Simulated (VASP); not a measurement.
# Ca (Pm-3m) in VASP: notebook

Ca is run at these levels: PBEsol; tasks: single point, relaxation of cell and atoms.

Everything below comes from runs of VASP 6.6.1. Logs are shortened: lines on timing, memory, paths and dates and some standing lists are left out, and cuts for length are marked.

## Step 1: The cell of the first run

Symmetry: Pm-3m, No. 221, cubic system. The conventional cell has a = 3.462 Å, b = 3.462 Å, c = 3.462 Å, α = 90.00°, β = 90.00°, γ = 90.00°. Within 4.6 Å of Ca (site symmetry m-3m) lie 6 Ca at 3.46 Å.

## Step 2: Single point, PBEsol

INCAR reads:

```
SYSTEM = Ca
ALGO = Normal ; EDIFF = 1E-6
ENCUT = 520 ; GGA = PS
ISIF = 2 ; ISMEAR = -1
LASPH = .True. ; LCHARG = .True.
LELF = .True. ; LREAL = .False.
LVHAR = .True. ; LWAVE = .False.
NBANDS = 11 ; NELM = 80
PREC = Accurate ; SIGMA = 0.08
```

KPOINTS reads:

```
k-points
0
Gamma
  11 11 11
  0 0 0
```

POSCAR reads:

```
Ca
1.0
    3.4620931471      0.0000000000      0.0000000000
    0.0000000000      3.4620931471      0.0000000000
    0.0000000000      0.0000000000      3.4620931471
Ca
1
Direct
    0.0000000000      0.0000000000      0.0000000000
```

Potentials or basis: VASP PAW PBE potentials, release 64 (Ca_sv).

Launch:

```bash
cat potpaw_PBE.64/Ca_sv/POTCAR > POTCAR
mpirun -np 1 vasp_std > vasp.out
```

OUTCAR:

```text
SYSTEM = Ca
   EDIFF = 1E-6
   ENCUT = 520
   GGA = PS
   ISIF = 2
   ISMEAR = -1
   LASPH = .True.
   LREAL = .False.
   NELM = 80
   PREC = Accurate

 ion  position               nearest neighbor table
   1  0.000  0.000  0.000-

  LATTYP: Found a simple cubic cell.
 ALAT       =     3.4620931471

  Lattice vectors:

 A1 = (   3.4620931471,   0.0000000000,   0.0000000000)
 A2 = (   0.0000000000,   3.4620931471,   0.0000000000)
 A3 = (   0.0000000000,   0.0000000000,   3.4620931471)

Analysis of symmetry for initial positions (statically):
=====================================================================
 Subroutine PRICEL returns:
 Original cell was already a primitive cell.

 Routine SETGRP: Setting up the symmetry group for a
 simple cubic supercell.

 Subroutine GETGRP returns: Found 48 space group operations
 (whereof 48 operations were pure point group operations)
 out of a pool of 48 trial point group operations.

The static configuration has the point symmetry O_h .

Analysis of symmetry for dynamics (positions and initial velocities):
=====================================================================
 Subroutine PRICEL returns:
 Original cell was already a primitive cell.

 Routine SETGRP: Setting up the symmetry group for a
 simple cubic supercell.

 Subroutine GETGRP returns: Found 48 space group operations
 (whereof 48 operations were pure point group operations)
 out of a pool of 48 trial point group operations.

The dynamic configuration has the point symmetry O_h .

 Subroutine INISYM returns: Found 48 space group operations
 (whereof 48 operations are pure point group operations),
 and found     1 'primitive' translations

----------------------------------------------------------------------------------------

                                     Primitive cell

  volume of cell :      41.4970

  direct lattice vectors                    reciprocal lattice vectors
     3.462093147  0.000000000  0.000000000     0.288842604  0.000000000  0.000000000
     0.000000000  3.462093147  0.000000000     0.000000000  0.288842604  0.000000000
     0.000000000  0.000000000  3.462093147     0.000000000  0.000000000  0.288842604

  length of vectors
     3.462093147  3.462093147  3.462093147     0.288842604  0.288842604  0.288842604

  position of ions in fractional coordinates (direct lattice)
     0.000000000  0.000000000  0.000000000

  ion indices of the primitive-cell ions
   primitive index   ion index
                 1           1

----------------------------------------------------------------------------------------

 KPOINTS: k-points

Automatic generation of k-mesh.
 Grid dimensions read from file:
 generate k-points for:   11   11   11

 Generating k-lattice:

  Cartesian coordinates                     Fractional coordinates (reciprocal lattice)
     0.026258419  0.000000000  0.000000000     0.090909091  0.000000000  0.000000000
     0.000000000  0.026258419  0.000000000     0.000000000  0.090909091  0.000000000
     0.000000000  0.000000000  0.026258419     0.000000000  0.000000000  0.090909091

  Length of vectors
     0.026258419  0.026258419  0.026258419

  Shift w.r.t. Gamma in fractional coordinates (k-lattice)
     0.000000000  0.000000000  0.000000000

 Subroutine IBZKPT returns following result:
 ===========================================

 Found     56 irreducible k-points:

 Following reciprocal coordinates:
            Coordinates               Weight
  0.000000  0.000000  0.000000      1.000000
  0.090909  0.000000  0.000000      6.000000
  0.181818  0.000000  0.000000      6.000000
  0.272727  0.000000  0.000000      6.000000
  0.363636  0.000000  0.000000      6.000000
  0.454545  0.000000  0.000000      6.000000
[... 16 lines left out ...]
  0.181818  0.090909  0.090909     24.000000
  0.272727  0.090909  0.090909     24.000000
 [... further k-points ...]
   k-points           NKPTS =     56   k-points in BZ     NKDIM =     56   number of bands    NBANDS=     11
   number of dos      NEDOS =    301   number of ions     NIONS =      1
   total plane-waves  NPLWV =  21952
   dimension x,y,z NGX =    28 NGY =   28 NGZ =   28
   dimension x,y,z NGXF=    56 NGYF=   56 NGZF=   56
   ions per type =               1
   NGX,Y,Z   is equivalent  to a cutoff of  13.45, 13.45, 13.45 a.u.
   NGXF,Y,Z  is equivalent  to a cutoff of  26.89, 26.89, 26.89 a.u.
 SYSTEM =  Ca
   PREC   = accura    normal or accurate (medium, high low for compatibility)
   ISTART =      0    job   : 0-new  1-cont  2-samecut
   ICHARG =      2    charge: 1-file 2-atom 10-const
   ISPIN  =      1    spin polarized calculation?
   LNONCOLLINEAR =      F non collinear calculations
   LSORBIT =      F    spin-orbit coupling
   LASPH  =      T    aspherical Exc in radial PAW
   ENCUT  =  520.0 eV  38.22 Ry    6.18 a.u.   6.44  6.44  6.44*2*pi/ulx,y,z
   NELM   =     80;   NELMIN=  2; NELMDL= -5     # of ELM steps
   EDIFF  = 0.1E-05   stopping-criterion for ELM
   LREAL  =      F    real-space projection
   EDIFFG = 0.1E-04   stopping-criterion for IOM
   NSW    =      0    number of steps for IOM
   IBRION =     -1    ionic relax: 0-MD 1-quasi-New 2-CG
   NFREE  =      0    steps in history (QN), initial steepest desc. (CG)
   ISIF   =      2    stress and relaxation
   ISYM   =      2    0-nonsym 1-usesym 2-fastsym
   POTIM  = 0.5000    time-step for ionic-motion
   TEBEG  =    0.0;   TEEND  =   0.0 temperature during run
   PSTRESS=    0.0 pullay stress
   NELECT =      10.0000    total number of electrons
   NUPDOWN=      -1.0000    fix difference up-down
   EMIN   =  10.00;   EMAX   =-10.00  energy-range for DOS
   EFERMI =   0.00;   METHOD = LEGACY
   ISMEAR =    -1;   SIGMA  =   0.08  broadening in eV -4-tet -1-fermi 0-gaus
   EFERMI_NEDOS =   21; number of points for ismear=-14 and -15
   IALGO  =     38    algorithm
   IMIX   =      4    mixing-type and parameters
     AMIX     =   0.40;   BMIX     =  1.00
     AMIX_MAG =   1.60;   BMIX_MAG =  1.00
  volume/ion in A,a.u.               =      41.50       280.04
  Fermi-wavevector in a.u.,A,eV,Ry     =   1.018754  1.925166 14.120944  1.037860
  Thomas-Fermi vector in A             =   2.152230
   LORBIT       =      0    0 simple, 1 ext, 2 COOP (PROOUT), +10 PAW based schemes
   GGA     = PS    functional components
   LHFCALC =     F    Hartree Fock is set to
   AEXX    =    0.0000 exact exchange contribution
   IVDW    =     0    specifies the selected vdW correction
   LEPSILON=     F    determine dielectric tensor
   LRPA    =     F    only Hartree local field effects (RPA)
 non-spin polarized calculation
  energy-cutoff  :      520.00
  volume of cell :       41.50
 maximum number of plane-waves:      1141
 NGX is ok and might be reduce to    28
   NGX = 13   NGY = 13   NGZ = 13

 number of electron      10.0000001 magnetization

 Free energy of the ion-electron system (eV)
  ---------------------------------------------------
  ext. energy  EPLUGINS =         0.00000000
  ---------------------------------------------------
  free energy    TOTEN  =        -1.74915424 eV

  energy without entropy =       -1.72727776  energy(sigma->0) =       -1.73821600

 E-fermi :   1.8434     XC(G=0):  -7.8434

 val. band max:        1.7829982483   @ k =   0.4545   0.1818   0.0909
 cond. band min:       1.8559842908   @ k =   0.4545   0.3636   0.2727
 fundamental gap:      0.0729860425
 Fermi energy:         1.8434295026

 k-point     1 :       0.0000    0.0000    0.0000
  band No.  band energies     occupation
      1     -40.0994      2.00000
      2     -21.0521      2.00000
      3     -21.0521      2.00000
      4     -21.0521      2.00000
      5      -2.0535      2.00000
      6       2.6603      0.00007
      7       2.6603      0.00007
      8       6.0901      0.00000
      9       6.0901      0.00000
     10       6.0901      0.00000
     11      10.7073      0.00000

 k-point     2 :       0.0909    0.0000    0.0000
  band No.  band energies     occupation
      1     -40.0976      2.00000
      2     -21.0720      2.00000
      3     -21.0504      2.00000
      4     -21.0504      2.00000
      5      -1.9325      2.00000
      6       2.6973      0.00005
      7       2.7011      0.00004
      8       5.9515      0.00000
      9       5.9515      0.00000
     10       6.0992      0.00000
     11       9.9456      0.00000

 k-point     3 :       0.1818    0.0000    0.0000
  band No.  band energies     occupation
      1     -40.0929      2.00000
      2     -21.1252      2.00000
      3     -21.0459      2.00000
      4     -21.0459      2.00000
      5      -1.5797      2.00000
      6       2.7666      0.00002
      7       2.7999      0.00001
      8       5.6242      0.00000
      9       5.6242      0.00000
     10       6.1240      0.00000
     11       8.7104      0.00000

 k-point     4 :       0.2727    0.0000    0.0000
  band No.  band energies     occupation
      1     -40.0867      2.00000
      2     -21.1939      2.00000
      3     -21.0400      2.00000
      4     -21.0400      2.00000
      5      -1.0239      2.00000
      6       2.6826      0.00006
      7       2.9419      0.00000
      8       5.2623      0.00000
      9       5.2623      0.00000
     10       6.1568      0.00000
     11       7.7759      0.00000
[... 239 lines left out ...]
 k-point    22 :       0.0909    0.0909    0.0909
  band No.  band energies     occupation
      1     -40.0941      2.00000
      2     -21.0705      2.00000
      3     -21.0675      2.00000
      4     -21.0675      2.00000
      5      -1.6931      2.00000
      6       2.7844      0.00002
      7       2.7844      0.00002
      8       5.7298      0.00000
      9       5.8527      0.00000
     10       5.8527      0.00000
     11      10.2293      0.00000

 k-point    23 :       0.1818    0.0909    0.0909
  band No.  band energies     occupation
      1     -40.0894      2.00000
      2     -21.1214      2.00000
      3     -21.0647      2.00000
      4     -21.0629      2.00000
      5      -1.3459      2.00000
      6       2.8737      0.00001
      7       2.8895      0.00000
      8       5.4081      0.00000
      9       5.4957      0.00000
     10       5.8692      0.00000
     11       9.0921      0.00000

 k-point    24 :       0.2727    0.0909    0.0909
  band No.  band energies     occupation
      1     -40.0832      2.00000
      2     -21.1896      2.00000
      3     -21.0586      2.00000
      4     -21.0568      2.00000
      5      -0.7995      2.00000
      6       2.8028      0.00001
      7       3.0395      0.00000
      8       5.0967      0.00000
      9       5.1086      0.00000
     10       5.9127      0.00000
     11       8.0854      0.00000

 [... further k-points ...]
[... 5 lines left out ...]
  --------------------------------------------------------------------------------------
  -------------------------------------------------------------------------------------
  Total        0.0027872      0.0027872      0.0027872     -0.0000000      0.0000000      0.0000000
  in kB        0.1076140      0.1076140      0.1076140     -0.0000000      0.0000000      0.0000000
  external PRESSURE =       0.1076140 kB  Pullay stress =       0.0000000 kB

 VOLUME and BASIS-vectors are now :
 -----------------------------------------------------------------------------
  energy-cutoff  :      520.00
  volume of cell :       41.50
      direct lattice vectors                 reciprocal lattice vectors
     3.462093147  0.000000000  0.000000000     0.288842604  0.000000000  0.000000000
     0.000000000  3.462093147  0.000000000     0.000000000  0.288842604  0.000000000
     0.000000000  0.000000000  3.462093147     0.000000000  0.000000000  0.288842604

 POSITION                                       TOTAL-FORCE (eV/Angst)
 -----------------------------------------------------------------------------------
      0.00000      0.00000      0.00000         0.000000      0.000000      0.000000
 -----------------------------------------------------------------------------------
    total drift:                                0.000000      0.000000     -0.000000

  FREE ENERGIE OF THE ION-ELECTRON SYSTEM (eV)
  ---------------------------------------------------
  free  energy   TOTEN  =        -1.7491542433 eV

  energy  without entropy=       -1.7272777582  energy(sigma->0) =       -1.73821600
```

Run time: 15 s. Hardware: 1 thread of AMD EPYC 7R13 (Zen 3), shared host; peak memory 0.14 GiB.

What came out:

- Free energy: -1.7492 eV
- Pressure: 0.0 GPa
- Band gap on the k mesh: zero (band 5 reaches 2.44 eV, above the bottom of band 6 at 1.59 eV)

Caveat: the PAW data sets were made with another functional, which shifts forces and pressure a little.

## Step 3: Single point, PBEsol

INCAR reads:

```
PREC = Accurate ; ENCUT = 520
EDIFF = 1E-6 ; ISMEAR = -1
SIGMA = 0.08 ; LREAL = F
LASPH = T ; NELM = 60
ALGO = Normal ; ISIF = 2
LWAVE = F ; LCHARG = F
GGA = PS ; NBANDS = 11
```

KPOINTS reads:

```
regular mesh
0
Gamma
  11 11 11
```

POSCAR is that of step 2.

Potentials or basis: VASP PAW PBE potentials, release 64 (Ca_sv).

Launch:

```bash
cat potpaw_PBE.64/Ca_sv/POTCAR > POTCAR
mpirun -np 1 vasp_std > vasp.out
```

Run time: 14 s. Hardware: 1 thread of AMD EPYC 7R13 (Zen 3), shared host; peak memory 0.14 GiB.

The run converged. Its results:

```
Free energy            : -1.7492 eV
Pressure               : 0.0 GPa
Band gap on the k mesh : zero (band 5 reaches 2.44 eV, above the bottom of band 6 at 1.59 eV)
```

Levels at points of the mesh, in eV from the Fermi level:
```tsv
k point	band 1	band 2	band 3	band 4	band 5	band 6	band 7	band 8	band 9	band 10
(0.00, 0.00, 0.00)	-41.94	-22.90	-22.90	-22.90	-3.90	0.82	0.82	4.25	4.25	4.25
```

Caveat: the PAW data sets were made with another functional, which shifts forces and pressure a little.

## Step 4: Relaxation of cell and atoms, PBEsol

This run uses another cell than the first one, of 43.85 Å³/atom, 1.057 times its volume.

INCAR reads:

```
PREC = Accurate
ENCUT = 600
EDIFF = 1E-6
ISMEAR = -1
SIGMA = 0.08
LREAL = F
LASPH = T
NELM = 80
ALGO = Normal
ISIF = 3
LWAVE = F
LCHARG = F
GGA = PS
IBRION = 2
NSW = 60
EDIFFG = -0.005
```

KPOINTS is that of step 3.

POSCAR reads:

```
Ca
1.0
    3.5263652475      0.0000000000      0.0000000000
    0.0000000000      3.5263652475      0.0000000000
    0.0000000000      0.0000000000      3.5263652475
Ca
1
Direct
    0.0000000000      0.0000000000      0.0000000000
```

Launch:

```bash
cat potpaw_PBE.64/Ca_sv/POTCAR > POTCAR
mpirun -np 1 vasp_std > vasp.out
```

Run time: 38 s. Hardware: 1 thread of AMD EPYC 7R13 (Zen 3), shared host; peak memory 0.15 GiB.

Results (log left out):

```
Free energy                            : -1.7495 eV
Relaxed volume                         : 41.69 Å³/atom
Relaxed cell                           : a = 3.468 Å, b = 3.468 Å, c = 3.468 Å, α = 90.00°, β = 90.00°, γ = 90.00°
Space group after relaxing (to 0.05 Å) : Pm-3m (No. 221)
Energy gained by relaxing              : 3.7 meV/atom
Ionic steps                            : 3
Pressure after relaxing                : 0.0 GPa
Band gap on the k mesh                 : zero (band 5 reaches 2.43 eV, above the bottom of band 6 at 1.57 eV)
```

Step by step:
```tsv
step	energy change (eV)	largest force (eV/Å)	pressure (GPa)	volume (Å³)
1	0.0000	0.0000	-0.55	43.85
2	-0.0025	0.0000	-0.32	42.90
3	-0.0037	0.0000	-0.01	41.69
```

Final structure:
```xyz
1
Lattice="3.4675 0.0000 0.0000 0.0000 3.4675 0.0000 0.0000 0.0000 3.4675" Properties=species:S:1:pos:R:3 pbc="T T T"
Ca    0.0000    0.0000    0.0000
```

Levels at points of the mesh, in eV from the Fermi level:
```csv
k point,band 2,band 3,band 4,band 5,band 6,band 7,band 8,band 9
"(0.00, 0.00, 0.00)",-22.91,-22.91,-22.91,-3.89,0.82,0.82,4.23,4.23
```

Caveat: the PAW data sets were made with another functional, which shifts forces and pressure a little.

## Step 5: Single point, PBEsol (volume scaled by 0.4)

INCAR reads:

```
ALGO = Normal
EDIFF = 1E-6
ENCUT = 520
GGA = PS
ISIF = 2
ISMEAR = -1
LASPH = T
LCHARG = F
LREAL = F
LWAVE = F
NBANDS = 11
NELM = 60
PREC = Accurate
SIGMA = 0.08
```

KPOINTS reads:

```
k-points
0
Gamma
  11 11 11
```

POSCAR reads:

```
Ca
1.0
    2.5508920410      0.0000000000      0.0000000000
    0.0000000000      2.5508920410      0.0000000000
    0.0000000000      0.0000000000      2.5508920410
Ca
1
Direct
    0.0000000000      0.0000000000      0.0000000000
```

Launch:

```bash
cat potpaw_PBE.64/Ca_sv/POTCAR > POTCAR
mpirun -np 1 vasp_std > vasp.out
```

Wall time 13 s (1 thread of Intel Xeon 6975P-C, shared host); peak memory 0.13 GiB.

Results (log left out):

| Quantity | Value |
| --- | --- |
| Free energy | 0.1149 eV |
| Pressure | 47.7 GPa |
| Band gap on the k mesh | zero (band 5 reaches 7.28 eV, above the bottom of band 6 at 6.31 eV) |

Levels at points of the mesh, in eV from the Fermi level:
```csv
k point,band 3,band 4,band 5,band 6,band 7,band 8
"(0.00, 0.00, 0.00)",-20.78,-20.78,-4.02,-0.14,-0.14,8.43
```

Caveat: the cell differs from its parent crystal (volume scaled by 0.4); the PAW data sets were made with another functional, which shifts forces and pressure a little.

## Step 6: Overview

```tsv
task	cell	cutoff (eV)	gap on the mesh (eV)	pressure (GPa)
single point	a = 3.462 Å, 1 atom	520	none	0.0
relaxation of cell and atoms	relaxed from a = 3.526 Å, 1 atom	600	none	0.0
single point	a = 2.551 Å, 1 atom	520	none	47.7
```

Alike in all rows: level PBEsol; potentials or basis VASP PAW PBE potentials, release 64 (Ca_sv); no spin polarisation; k mesh 11 × 11 × 11; smearing fermi-dirac 0.08 eV.

Caveats: the PAW data sets were made with another functional, which shifts forces and pressure a little.

Total energies depend on the potentials used, so only differences within one code and one set of settings carry meaning.
